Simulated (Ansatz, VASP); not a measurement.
One calculation of Te, two programs

The input INCAR:

```
SYSTEM = Te
PREC     = Accurate       ! precision mode
ENCUT    = 520            ! plane-wave cutoff, eV
EDIFF    = 1E-6           ! SCF threshold, eV
ISMEAR   = 0              ! smearing method
SIGMA    = 0.15           ! smearing width, eV
LREAL    = .FALSE.        ! projectors in reciprocal space
LASPH    = .TRUE.         ! aspherical terms in the spheres
NELM     = 80             ! most SCF steps
ALGO     = Normal         ! electronic algorithm
ISIF     = 2              ! what is computed and relaxed
LWAVE    = .FALSE.        ! write WAVECAR
LCHARG   = .TRUE.         ! write CHGCAR
GGA      = PE             ! functional
LELF     = .TRUE.         ! ELF
LVHAR    = .TRUE.       
NBANDS   = 9              ! bands
```

The input KPOINTS:

```
regular mesh
0
G
  15 15 15
  0 0 0
```

File POSCAR:

```
Te
1.0
    2.2724456250      1.3119970933      1.9746037517
   -2.2724456250      1.3119970933      1.9746037517
    0.0000000000     -2.6239941866      1.9746037518
Te
1
Direct
    0.5000000000      0.5000000000      0.5000000000
```

Input for Ansatz:

```yaml
crystal:
  lattice:
    - [2.272445625, 1.3119970933, 1.9746037517]
    - [-2.272445625, 1.3119970933, 1.9746037517]
    - [0.0, -2.6239941866, 1.9746037518]
  atoms:
    - { symbol: Te, position: [0.5, 0.5, 0.5] }
basis:
  ecutwfc: 420
kpoints:
  mp_grid: { grid: [15, 15, 15] }
hamiltonian:
  xc: pbe
scf:
  occupations: { method: gaussian, width: 0.15 }
output:
  forces: true
  stress: true
  eigenvalues: true
```

Alike in both runs: task single point; functional PBE; k mesh 15 × 15 × 15; occupations gaussian, width 0.15 eV; no spin polarisation.

|  | VASP | Ansatz |
| --- | --- | --- |
| version | VASP 6.6.1 | Ansatz 0.2.0 |
| potentials or method | VASP PAW PBE potentials, release 64 (Te), cutoff 520 eV | scalar-relativistic, plane waves, PAW |
| valence electrons in the cell | 6 | 16 |

```tsv
	VASP	Ansatz	Ansatz less VASP
gap on the k mesh at the Fermi level (eV)	none	none	-
pressure (GPa)	-3.3	-3.3	+0.05
traceless stress, the component that is largest in VASP (GPa)	-0.55	-0.55	+0.001
```

A gap of «none» marks a metal or a gap that the smearing closes. With one functional, cell and mesh, what is left measures potentials, basis and numerics. VASP's potentials hold 6 valence electrons a cell and Ansatz's 16, so a difference there can come from the potentials and not from the codes.

Neither program's run includes spin-orbit coupling.
